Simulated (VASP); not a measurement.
# La2O3 (P-3m1) in VASP: a series of runs

The runs below take La2O3 through single point, with PBE.

Program: VASP 6.6.1. These are calculated values, not measurements. Logs are shortened: lines on timing, memory, paths and dates and some standing lists are left out, and cuts for length are marked.

### 1 The cell of the first run

The structure is trigonal, space group P-3m1 (No. 164). The conventional cell has a = 4.027 Å, b = 4.027 Å, c = 6.261 Å, α = 90.00°, β = 90.00°, γ = 120.00°. La (site symmetry 3m) has 7 O at 2.42 to 2.79 Å within 3.2 Å. Within 3.2 Å of O (site symmetry 3m) lie 4 La at 2.42 to 2.50 Å and 3 O at 2.96 Å. Within 3.7 Å of O (site symmetry -3m) lie 6 La at 2.79 Å and 6 O at 3.21 Å.

### 2 Single point, PBE

The input, INCAR:

```
PREC = Accurate
ENCUT = 520
EDIFF = 1E-7
ISMEAR = 0
SIGMA = 0.01
LREAL = F
LASPH = T
NELM = 100
ALGO = Normal
ISIF = 2
LWAVE = F
LCHARG = F
GGA = PE
NBANDS = 28
```

The input, KPOINTS:

```
Automatic mesh
0
Gamma
  6 6 4
```

The input, POSCAR:

```
La2O3
1.0
    4.0266881027      0.0000000000      0.0000000000
   -2.0133440513      3.4872141893      0.0000000000
    0.0000000000      0.0000000000      6.2610840079
La O
2 3
Direct
    0.6666666667      0.3333333333      0.7537643200
    0.3333333333      0.6666666667      0.2462356800
    0.6666666667      0.3333333333      0.3541093500
    0.3333333333      0.6666666667      0.6458906500
    0.0000000000      0.0000000000      0.0000000000
```

Potentials or basis: VASP PAW PBE potentials, release 64 (La, O).

On the command line:

```sh
$ cat potpaw_PBE.64/La/POTCAR potpaw_PBE.64/O/POTCAR > POTCAR
$ mpirun -np 1 vasp_std > vasp.out
```

OUTCAR:

```text
PREC = Accurate
   ENCUT = 520
   EDIFF = 1E-7
   ISMEAR = 0
   LREAL = F
   LASPH = T
   NELM = 100
   ISIF = 2
   GGA = PE

 ion  position               nearest neighbor table
   1  0.667  0.333  0.754-   4 2.42   4 2.42   4 2.42   3 2.50   5 2.79   5 2.79   5 2.79
   2  0.333  0.667  0.246-   3 2.42   3 2.42   3 2.42   4 2.50   5 2.79   5 2.79   5 2.79
   3  0.667  0.333  0.354-   2 2.42   2 2.42   2 2.42   1 2.50
   4  0.333  0.667  0.646-   1 2.42   1 2.42   1 2.42   2 2.50
   5  0.000  0.000  0.000-   2 2.79   1 2.79   2 2.79   1 2.79   1 2.79   2 2.79

  LATTYP: Found a hexagonal cell.
 ALAT       =     4.0266881027
 C/A-ratio  =     1.5548966913

  Lattice vectors:

 A1 = (   4.0266881027,   0.0000000000,   0.0000000000)
 A2 = (  -2.0133440513,   3.4872141893,   0.0000000000)
 A3 = (   0.0000000000,   0.0000000000,   6.2610840079)

Analysis of symmetry for initial positions (statically):
=====================================================================
 Subroutine PRICEL returns:
 Original cell was already a primitive cell.

 Routine SETGRP: Setting up the symmetry group for a
 hexagonal supercell.

 Subroutine GETGRP returns: Found 12 space group operations
 (whereof 12 operations were pure point group operations)
 out of a pool of 24 trial point group operations.

The static configuration has the point symmetry D_3d.

Analysis of symmetry for dynamics (positions and initial velocities):
=====================================================================
 Subroutine PRICEL returns:
 Original cell was already a primitive cell.

 Routine SETGRP: Setting up the symmetry group for a
 hexagonal supercell.

 Subroutine GETGRP returns: Found 12 space group operations
 (whereof 12 operations were pure point group operations)
 out of a pool of 24 trial point group operations.

The dynamic configuration has the point symmetry D_3d.

 Subroutine INISYM returns: Found 12 space group operations
 (whereof 12 operations are pure point group operations),
 and found     1 'primitive' translations

----------------------------------------------------------------------------------------

                                     Primitive cell

  volume of cell :      87.9177

  direct lattice vectors                    reciprocal lattice vectors
     4.026688103  0.000000000  0.000000000     0.248343049  0.143380926  0.000000000
    -2.013344051  3.487214189  0.000000000     0.000000000  0.286761852  0.000000000
     0.000000000  0.000000000  6.261084008     0.000000000  0.000000000  0.159716752

  length of vectors
     4.026688103  4.026688102  6.261084008     0.286761852  0.286761852  0.159716752

  position of ions in fractional coordinates (direct lattice)
     0.666666667  0.333333333  0.753764320
     0.333333333  0.666666667  0.246235680
     0.666666667  0.333333333  0.354109350
     0.333333333  0.666666667  0.645890650
     0.000000000  0.000000000  0.000000000

  ion indices of the primitive-cell ions
   primitive index   ion index
                 1           1
                 2           2
                 3           3
                 4           4
                 5           5

----------------------------------------------------------------------------------------

 KPOINTS: Automatic mesh

Automatic generation of k-mesh.
 Grid dimensions read from file:
 generate k-points for:    6    6    4

 Generating k-lattice:

  Cartesian coordinates                     Fractional coordinates (reciprocal lattice)
     0.041390508  0.023896821  0.000000000     0.166666667  0.000000000  0.000000000
     0.000000000  0.047793642  0.000000000     0.000000000  0.166666667  0.000000000
     0.000000000  0.000000000  0.039929188     0.000000000  0.000000000  0.250000000

  Length of vectors
     0.047793642  0.047793642  0.039929188

  Shift w.r.t. Gamma in fractional coordinates (k-lattice)
     0.000000000  0.000000000  0.000000000

 Subroutine IBZKPT returns following result:
 ===========================================

 Found     24 irreducible k-points:

 Following reciprocal coordinates:
            Coordinates               Weight
  0.000000  0.000000  0.000000      1.000000
  0.166667 -0.000000  0.000000      6.000000
  0.333333 -0.000000  0.000000      6.000000
  0.500000 -0.000000  0.000000      3.000000
  0.166667  0.166667  0.000000      6.000000
  0.333333  0.166667  0.000000     12.000000
[... 16 lines left out ...]
  0.333333  0.166667  0.500000     12.000000
  0.333333  0.333333  0.500000      2.000000
   k-points           NKPTS =     24   k-points in BZ     NKDIM =     24   number of bands    NBANDS=     28
   number of dos      NEDOS =    301   number of ions     NIONS =      5
   total plane-waves  NPLWV =  43200
   dimension x,y,z NGX =    30 NGY =   30 NGZ =   48
   dimension x,y,z NGXF=    60 NGYF=   60 NGZF=   96
   ions per type =               2   3
   NGX,Y,Z   is equivalent  to a cutoff of  12.39, 12.39, 12.75 a.u.
   NGXF,Y,Z  is equivalent  to a cutoff of  24.77, 24.77, 25.49 a.u.
 SYSTEM =  unknown system
   PREC   = accura    normal or accurate (medium, high low for compatibility)
   ISTART =      0    job   : 0-new  1-cont  2-samecut
   ICHARG =      2    charge: 1-file 2-atom 10-const
   ISPIN  =      1    spin polarized calculation?
   LNONCOLLINEAR =      F non collinear calculations
   LSORBIT =      F    spin-orbit coupling
   LASPH  =      T    aspherical Exc in radial PAW
   ENCUT  =  520.0 eV  38.22 Ry    6.18 a.u.   7.49  7.49 11.64*2*pi/ulx,y,z
   NELM   =    100;   NELMIN=  2; NELMDL= -5     # of ELM steps
   EDIFF  = 0.1E-06   stopping-criterion for ELM
   LREAL  =      F    real-space projection
   EDIFFG = 0.1E-05   stopping-criterion for IOM
   NSW    =      0    number of steps for IOM
   IBRION =     -1    ionic relax: 0-MD 1-quasi-New 2-CG
   NFREE  =      0    steps in history (QN), initial steepest desc. (CG)
   ISIF   =      2    stress and relaxation
   ISYM   =      2    0-nonsym 1-usesym 2-fastsym
   POTIM  = 0.5000    time-step for ionic-motion
   TEBEG  =    0.0;   TEEND  =   0.0 temperature during run
   PSTRESS=    0.0 pullay stress
   NELECT =      40.0000    total number of electrons
   NUPDOWN=      -1.0000    fix difference up-down
   EMIN   =  10.00;   EMAX   =-10.00  energy-range for DOS
   EFERMI =   0.00;   METHOD = LEGACY
   ISMEAR =     0;   SIGMA  =   0.01  broadening in eV -4-tet -1-fermi 0-gaus
   EFERMI_NEDOS =   21; number of points for ismear=-14 and -15
   IALGO  =     38    algorithm
   IMIX   =      4    mixing-type and parameters
     AMIX     =   0.40;   BMIX     =  1.00
     AMIX_MAG =   1.60;   BMIX_MAG =  1.00
  volume/ion in A,a.u.               =      17.58       118.66
  Fermi-wavevector in a.u.,A,eV,Ry     =   1.259127  2.379405 21.570678  1.585400
  Thomas-Fermi vector in A             =   2.392702
   LORBIT       =      0    0 simple, 1 ext, 2 COOP (PROOUT), +10 PAW based schemes
   GGA     = PE    functional components
   LHFCALC =     F    Hartree Fock is set to
   AEXX    =    0.0000 exact exchange contribution
   IVDW    =     0    specifies the selected vdW correction
   LEPSILON=     F    determine dielectric tensor
   LRPA    =     F    only Hartree local field effects (RPA)
 non-spin polarized calculation
 Gauss-broadening in eV      SIGMA  =   0.01
  energy-cutoff  :      520.00
  volume of cell :       87.92
 maximum number of plane-waves:      2388
 NGX is ok and might be reduce to    30
   NGX = 15   NGY = 15   NGZ = 23

 number of electron      40.0000010 magnetization

 Free energy of the ion-electron system (eV)
  ---------------------------------------------------
  ext. energy  EPLUGINS =         0.00000000
  ---------------------------------------------------
  free energy    TOTEN  =       -41.71127196 eV

  energy without entropy =      -41.71127196  energy(sigma->0) =      -41.71127196

 E-fermi :   5.3975     XC(G=0): -10.1218

 val. band max:        5.2884943213   @ k =   0.5000  -0.0000   0.5000
 cond. band min:       9.0286471688   @ k =   0.5000  -0.0000   0.0000
 fundamental gap:      3.7401528474
 Fermi energy:         5.3975007800

 k-point     1 :       0.0000    0.0000    0.0000
  band No.  band energies     occupation
      1     -24.7841      2.00000
      2     -24.6118      2.00000
      3     -11.3646      2.00000
      4     -10.1930      2.00000
      5      -9.8242      2.00000
      6      -8.2627      2.00000
[... 20 lines left out ...]
     27      10.2774      0.00000
     28      10.4117      0.00000

 k-point     2 :       0.1667   -0.0000    0.0000
  band No.  band energies     occupation
      1     -24.7516      2.00000
      2     -24.5994      2.00000
      3     -11.3780      2.00000
      4     -10.6190      2.00000
      5     -10.0909      2.00000
      6      -8.3408      2.00000
[... 20 lines left out ...]
     27      10.3742      0.00000
     28      10.4464      0.00000

 k-point     3 :       0.3333   -0.0000    0.0000
  band No.  band energies     occupation
      1     -24.6796      2.00000
      2     -24.5802      2.00000
      3     -11.5393      2.00000
      4     -11.2724      2.00000
      5     -10.1064      2.00000
      6      -8.4793      2.00000
[... 20 lines left out ...]
     27      10.3346      0.00000
     28      10.3382      0.00000

 k-point     4 :       0.5000   -0.0000    0.0000
  band No.  band energies     occupation
      1     -24.6345      2.00000
      2     -24.5790      2.00000
      3     -11.6241      2.00000
      4     -11.5864      2.00000
      5      -9.9048      2.00000
      6      -8.7577      2.00000
[... 578 lines left out ...]
     27      10.2878      0.00000
     28      10.3937      0.00000

 k-point    23 :       0.3333    0.1667    0.5000
  band No.  band energies     occupation
      1     -24.6099      2.00000
      2     -24.6034      2.00000
      3     -11.7294      2.00000
      4     -11.5339      2.00000
      5     -10.0113      2.00000
      6      -8.5534      2.00000
[... 20 lines left out ...]
     27      10.2994      0.00000
     28      10.3080      0.00000

 k-point    24 :       0.3333    0.3333    0.5000
  band No.  band energies     occupation
      1     -24.5949      2.00000
      2     -24.5949      2.00000
      3     -11.6719      2.00000
      4     -11.6719      2.00000
      5     -10.2440      2.00000
      6      -8.7099      2.00000
[... 20 lines left out ...]
     27      10.2844      0.00000
     28      10.2992      0.00000

------------------------ aborting loop because EDIFF is reached ----------------------------------------

  FORCE on cell =-STRESS in cart. coord.  units (eV):
  Direction    XX          YY          ZZ          XY          YZ          ZX
  --------------------------------------------------------------------------------------
  -------------------------------------------------------------------------------------
  Total       -4.1927256     -4.1927256     -2.9222509     -0.0000000      0.0000000      0.0000000
  in kB      -76.4066000    -76.4066000    -53.2539638     -0.0000000      0.0000000      0.0000000
  external PRESSURE =     -68.6890546 kB  Pullay stress =       0.0000000 kB

 VOLUME and BASIS-vectors are now :
 -----------------------------------------------------------------------------
  energy-cutoff  :      520.00
  volume of cell :       87.92
      direct lattice vectors                 reciprocal lattice vectors
     4.026688103  0.000000000  0.000000000     0.248343049  0.143380926  0.000000000
    -2.013344051  3.487214189  0.000000000     0.000000000  0.286761852  0.000000000
     0.000000000  0.000000000  6.261084008     0.000000000  0.000000000  0.159716752

 POSITION                                       TOTAL-FORCE (eV/Angst)
 -----------------------------------------------------------------------------------
      2.01334      1.16240      4.71938        -0.000000     -0.000000     -0.487570
     -0.00000      2.32481      1.54170        -0.000000      0.000000      0.487570
      2.01334      1.16240      2.21711        -0.000000      0.000000     -0.085643
     -0.00000      2.32481      4.04398         0.000000      0.000000      0.085643
      0.00000      0.00000      0.00000        -0.000000      0.000000      0.000000
 -----------------------------------------------------------------------------------
    total drift:                               -0.000000      0.000000      0.000000

  FREE ENERGIE OF THE ION-ELECTRON SYSTEM (eV)
  ---------------------------------------------------
  free  energy   TOTEN  =       -41.7112719609 eV

  energy  without entropy=      -41.7112719609  energy(sigma->0) =      -41.71127196
```

Wall time 48 s (1 thread of Intel Xeon 6975P-C (Granite Rapids), shared host); peak memory 0.22 GiB.

What came out:

```
Free energy            : -41.7113 eV
Pressure               : -6.9 GPa
Largest force          : 0.488 eV/Å
Band gap on the k mesh : 3.74 eV, indirect (least direct gap 3.97 eV)
```

Forces in eV/Å, atoms in the order of the input:
```
La   0.000  0.000 -0.488
La   0.000  0.000  0.488
O    0.000  0.000 -0.086
O    0.000  0.000  0.086
O    0.000  0.000  0.000
```

Caveat: spin-orbit coupling is left out, which moves the levels of the heavy elements. A k mesh can miss the band edges.

### 3 Single point, PBE

This run uses another cell than the first one, of 17.99 Å³/atom, 1.023 times its volume.

The input, INCAR:

```
SYSTEM = La2O3
PREC = Accurate
ENCUT = 520
EDIFF = 1E-7
ISMEAR = 0
SIGMA = 0.01
LREAL = .FALSE.
LASPH = .TRUE.
NELM = 100
ALGO = Normal
ISIF = 2
LWAVE = .FALSE.
LCHARG = .FALSE.
GGA = PE
NBANDS = 28
```

The input, KPOINTS:

```
regular mesh
0
G
  6 6 4
  0 0 0
```

POSCAR, as its differences from that of step 2:

```diff
@@ -2,5 +2,5 @@
 1.0
-    4.0266881027      0.0000000000      0.0000000000
-   -2.0133440513      3.4872141893      0.0000000000
-    0.0000000000      0.0000000000      6.2610840079
+    4.0576638438      0.0000000000      0.0000000000
+   -2.0288319219      3.5140399680      0.0000000000
+    0.0000000000      0.0000000000      6.3092480853
 La O
```

Potentials or basis: VASP PAW PBE potentials, release 64 (La, O).

On the command line:

```sh
$ cat potpaw_PBE.64/La/POTCAR potpaw_PBE.64/O/POTCAR > POTCAR
$ mpirun -np 1 vasp_std > vasp.out
```

Wall time 43 s (1 thread of Intel Xeon 6975P-C (Granite Rapids), shared host); peak memory 0.23 GiB.

Results (log left out):

```
Free energy            : -41.6112 eV
Pressure               : -9.0 GPa
Largest force          : 0.623 eV/Å
Band gap on the k mesh : 3.70 eV, indirect (least direct gap 3.90 eV)
```

Forces in eV/Å, atoms in the order of the input:
```
La   0.000  0.000 -0.623
La   0.000  0.000  0.623
O    0.000  0.000 -0.107
O    0.000  0.000  0.107
O    0.000  0.000  0.000
```

Stress tensor (GPa, compression positive):
```
-9.97  0.00  0.00
 0.00 -9.97  0.00
 0.00  0.00 -7.15
```

Levels at points of the mesh, in eV from the valence-band top:
```tsv
k point	band 18	band 19	band 20	band 21	band 22	band 23
(0.00, 0.00, 0.00)	-0.27	-0.27	-0.01	4.03	4.32	4.32
(0.50, 0.00, 0.00)	-0.57	-0.44	-0.21	3.70	4.38	4.70
(0.00, 0.00, 0.50)	-0.63	-0.22	-0.22	4.35	4.38	4.38
(0.50, 0.00, 0.50)	-0.55	-0.36	0.00	4.11	4.36	4.63
```

Caveat: spin-orbit coupling is left out, which moves the levels of the heavy elements.
